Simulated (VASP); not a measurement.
Input of a VASP 6.6.1 run:

POSCAR

```
Br
1.0
    3.5080835270     -2.0987059753      0.0000000000
    3.5080835270      2.0987059753      0.0000000000
    0.0000000000      0.0000000000      8.6514536156
Br
4
Direct
    0.8608174960      0.1391825040      0.1157818232
    0.6391825040      0.3608174960      0.6157818232
    0.1391825040      0.8608174960      0.8842181768
    0.3608174960      0.6391825040      0.3842181768
```

File INCAR.step1:

```
SYSTEM = Br
ALGO     = Normal         ! electronic algorithm
EDIFF    = 1E-4           ! SCF threshold, eV
ENCUT    = 520            ! plane-wave cutoff, eV
GGA      = PE             ! functional
ISMEAR   = -1             ! smearing method
LASPH    = .True.         ! aspherical terms in the spheres
LCHARG   = .False.        ! write CHGCAR
LREAL    = .False.        ! projectors in reciprocal space
LWAVE    = .True.         ! write WAVECAR
NBANDS   = 22             ! bands
NELM     = 100            ! most SCF steps
PREC     = Accurate       ! precision mode
SIGMA    = 0.05           ! smearing width, eV
```

INCAR.step2

```
SYSTEM = Br
ALGO     = Normal         ! electronic algorithm
EDIFF    = 1E-6           ! SCF threshold, eV
ENCUT    = 520            ! plane-wave cutoff, eV
ISIF     = 2              ! what is computed and relaxed
ISMEAR   = -1             ! smearing method
ISTART   = 1            
LASPH    = .True.         ! aspherical terms in the spheres
LCHARG   = .False.        ! write CHGCAR
LMIXTAU  = .True.       
LREAL    = .False.        ! projectors in reciprocal space
LWAVE    = .False.        ! write WAVECAR
METAGGA  = R2SCAN         ! meta-GGA
NBANDS   = 22             ! bands
NELM     = 100            ! most SCF steps
PREC     = Accurate       ! precision mode
SIGMA    = 0.05           ! smearing width, eV
```

The input KPOINTS:

```
k-points
0
Gamma
  8 8 4
  0 0 0
```

Potentials or basis: VASP PAW PBE potentials, release 64 (Br).

Launch:

```console
$ cat potpaw_PBE.64/Br/POTCAR > POTCAR
$ cp INCAR.step1 INCAR
$ mpirun -np 1 vasp_std > vasp.out
$ cp INCAR.step2 INCAR
$ mpirun -np 1 vasp_std > vasp.out
```

(1) Estimate the band gap on the k mesh.

(2) What does it give for the pressure?

(3) Estimate the largest force.

Answers

(1) 1.79 eV.

(2) 1.3 GPa.

(3) 0.358 eV/Å.

Caveat: the PAW data sets were made with another functional, which shifts forces and pressure a little.
